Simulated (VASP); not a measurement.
# Cs in VASP: further runs, part 2 of 2

VASP 6.6.1. The steps go on from the part before.

## Step 3: Single point, PBE

INCAR reads:

```
SYSTEM = Cs
  ALGO = Normal
  DIPOL = 0.5 0.5 0.500
  EDIFF = 1E-6
  EFIELD = -0.3
  ENCUT = 520
  GGA = PE
  IDIPOL = 3
  ISIF = 2
  ISMEAR = 1
  LASPH = .True.
  LCHARG = .False.
  LDIPOL = .True.
  LREAL = .False.
  LWAVE = .False.
  NBANDS = 20
  NELM = 80
  PREC = Accurate
  SIGMA = 0.1
```

KPOINTS reads:

```
k-points
0
Gamma
  2 3 1
  0 0 0
```

POSCAR reads:

```
Cs
1.0
    8.5800334456      0.0000000000      0.0000000000
    0.0000000000      5.2541760000      0.0000000000
    0.0000000000      0.0000000000     16.9536847746
Cs
3
Direct
    0.0000000000      0.0000000000      0.3539053651
    0.5000000000      0.3333333229      0.5000000000
    0.0000000000      0.6666666458      0.6460946349
```

Potentials or basis: VASP PAW PBE potentials, release 64 (Cs_sv).

Started as:

```console
cat potpaw_PBE.64/Cs_sv/POTCAR > POTCAR
mpirun -np 1 vasp_std > vasp.out
```

OUTCAR:

```text
SYSTEM = Cs
   EDIFF = 1E-6
   ENCUT = 520
   GGA = PE
   ISIF = 2
   ISMEAR = 1
   LASPH = .True.
   LREAL = .False.
   NELM = 80
   PREC = Accurate

 ion  position               nearest neighbor table
   1  0.000  0.000  0.354-
   2  0.500  0.333  0.500-
   3  0.000  0.667  0.646-

  LATTYP: Found a simple orthorhombic cell.
 ALAT       =     5.2541760000
 B/A-ratio  =     1.6329931555
 C/A-ratio  =     3.2267066757

  Lattice vectors:

 A1 = (   0.0000000000,  -5.2541760000,   0.0000000000)
 A2 = (   8.5800334456,   0.0000000000,   0.0000000000)
 A3 = (   0.0000000000,   0.0000000000,  16.9536847746)

Analysis of symmetry for initial positions (statically):
=====================================================================
 Subroutine PRICEL returns:
 Original cell was already a primitive cell.

 Routine SETGRP: Setting up the symmetry group for a
 simple orthorhombic supercell.

 Subroutine GETGRP returns: Found  4 space group operations
 (whereof  2 operations were pure point group operations)
 out of a pool of  8 trial point group operations.

The static configuration has the point symmetry C_1h.
 The point group associated with its full space group is C_2h.

Analysis of symmetry for dynamics (positions and initial velocities):
=====================================================================
 An external electric field (EFIELD) may reduce the allowed symmetry operations
 Subroutine PRICEL returns:
 Original cell was already a primitive cell.

 Routine SETGRP: Setting up the symmetry group for a
 simple orthorhombic supercell.

 Subroutine GETGRP returns: Found  2 space group operations
 (whereof  2 operations were pure point group operations)
 out of a pool of  8 trial point group operations.

The dynamic configuration has the point symmetry C_1h.

 Subroutine INISYM returns: Found  2 space group operations
 (whereof  2 operations are pure point group operations),
 and found     1 'primitive' translations

[... 99 lines left out ...]
   LORBIT       =      0    0 simple, 1 ext, 2 COOP (PROOUT), +10 PAW based schemes
   GGA     = PE    functional components
   LHFCALC =     F    Hartree Fock is set to
   AEXX    =    0.0000 exact exchange contribution
   IVDW    =     0    specifies the selected vdW correction
   LEPSILON=     F    determine dielectric tensor
   LRPA    =     F    only Hartree local field effects (RPA)
 non-spin polarized calculation
 Methfessel and Paxton  Order N= 1 SIGMA  =   0.10
  energy-cutoff  :      520.00
  volume of cell :      764.29
 maximum number of plane-waves:     20594
 NGX is ok and might be reduce to    64
   NGX = 31   NGY = 19   NGZ = 63

 dipolmoment           0.000000      0.000000      0.000000 electrons x Angstroem

 number of electron      27.0000005 magnetization

 dipolmoment           0.000000      0.000000     -0.751003 electrons x Angstroem

 Free energy of the ion-electron system (eV)
  ---------------------------------------------------
  ext. energy  EPLUGINS =         0.00000000
  ---------------------------------------------------
  free energy    TOTEN  =        -2.24530225 eV

  energy without entropy =       -2.24154413  energy(sigma->0) =       -2.24404954

 E-fermi :  -0.9053     XC(G=0):  -3.1601

 val. band max:       -0.9582995525   @ k =   0.5000   0.3333   0.0000
 cond. band min:      -0.8493195286   @ k =   0.5000   0.3333   0.0000
 fundamental gap:      0.1089800239
 Fermi energy:        -0.9053142355

 k-point     1 :       0.0000    0.0000    0.0000
  band No.  band energies     occupation
      1     -24.9500      2.00000
      2     -24.8976      2.00000
      3     -24.8394      2.00000
      4     -11.7878      2.00000
      5     -11.7660      2.00000
      6     -11.7119      2.00000
[... 81 lines left out ...]
     19       0.4538     -0.00000
     20       0.6397     -0.00000

------------------------ aborting loop because EDIFF is reached ----------------------------------------

 vacuum level on the upper side and lower side of the slab       (xc-potential included)         0.406        -1.777

  FORCE on cell =-STRESS in cart. coord.  units (eV):
  Direction    XX          YY          ZZ          XY          YZ          ZX
  --------------------------------------------------------------------------------------
  -------------------------------------------------------------------------------------
  Total       -0.0538822     -0.0447641     -0.1514219      0.0000000      0.0863182      0.0000000
  in kB       -0.1129530     -0.0938388     -0.3174254      0.0000000      0.1809485      0.0000000
  external PRESSURE =      -0.1747391 kB  Pullay stress =       0.0000000 kB

 VOLUME and BASIS-vectors are now :
 -----------------------------------------------------------------------------
  energy-cutoff  :      520.00
  volume of cell :      764.29
      direct lattice vectors                 reciprocal lattice vectors
     8.580033446  0.000000000  0.000000000     0.116549662  0.000000000  0.000000000
     0.000000000  5.254176000  0.000000000     0.000000000  0.190324801  0.000000000
     0.000000000  0.000000000 16.953684775     0.000000000  0.000000000  0.058984228

 POSITION                                       TOTAL-FORCE (eV/Angst)
 -----------------------------------------------------------------------------------
      0.00000      0.00000      6.00000         0.000000     -0.016946      0.007552
      4.29002      1.75139      8.47684         0.000000     -0.000888     -0.008356
      0.00000      3.50278     10.95368         0.000000      0.017834      0.000803
 -----------------------------------------------------------------------------------
    total drift:                                0.000000     -0.000006      0.002649

  FREE ENERGIE OF THE ION-ELECTRON SYSTEM (eV)
  ---------------------------------------------------
  free  energy   TOTEN  =        -2.2453022508 eV

  energy  without entropy=       -2.2415441280  energy(sigma->0) =       -2.24404954

 vacuum level on the upper side and lower side of the slab         1.601        -0.487
```

OSZICAR:

```text
N       E                     dE             d eps       ncg     rms          rms(c)
DAV:   1     0.247771468544E+03    0.24777E+03   -0.73685E+03   160   0.856E+02
DAV:   2     0.562559509624E+02   -0.19152E+03   -0.18806E+03   236   0.160E+02
DAV:   3    -0.165340879332E+00   -0.56421E+02   -0.56189E+02   184   0.893E+01
[... 12 lines left out ...]
DAV:  16    -0.224527716158E+01   -0.71082E-04   -0.53099E-05   168   0.266E-02    0.286E-03
DAV:  17    -0.224529293757E+01   -0.15776E-04   -0.12320E-05   184   0.108E-02    0.230E-03
DAV:  18    -0.224530029385E+01   -0.73563E-05   -0.55077E-06   160   0.789E-03    0.963E-04
DAV:  19    -0.224530173946E+01   -0.14456E-05   -0.10302E-06   176   0.308E-03    0.649E-04
DAV:  20    -0.224530225084E+01   -0.51137E-06   -0.32597E-07   144   0.194E-03
   1 F= -.22453023E+01 E0= -.22440495E+01  d E =-.375812E-02
```

stdout:

```text
POSCAR found type information on POSCAR Cs
 POSCAR found :  1 types and       3 ions
 scaLAPACK will be used
 LDA part: xc-table for (Slater+PW92), standard interpolation
 POSCAR, INCAR and KPOINTS ok, starting setup
 FFT: planning ... GRIDC
 FFT: planning ... GRID_SOFT
 FFT: planning ... GRID
 WAVECAR not read
 entering main loop
```

Wall time 2.4 min (1 thread of Intel Xeon Platinum 8375C at 2.90GHz (Ice Lake), shared host); peak memory 0.6 GiB.

What came out:

```yaml
Free_energy: -2.2453 eV
Largest_force: 0.019 eV/Å
```

Forces on the atoms (eV/Å):
```
Cs   0.000 -0.017  0.008
Cs   0.000 -0.001 -0.008
Cs   0.000  0.018  0.001
```

Levels at points of the mesh, in eV from the Fermi level:
```csv
k point,band 9,band 10,band 11,band 12,band 13,band 14,band 15,band 16,band 17,band 18
"(0.00, 0.00, 0.00)",-10.74,-10.73,-10.72,-10.67,-1.28,-0.31,0.43,0.66,1.02,1.31
"(0.50, 0.00, 0.00)",-10.75,-10.74,-10.72,-10.67,-0.71,-0.60,-0.11,0.59,0.97,0.99
```

Caveat: the k points lie up to 0.40 Å⁻¹ apart; spin-orbit coupling is left out, which moves the levels of the heavy elements.
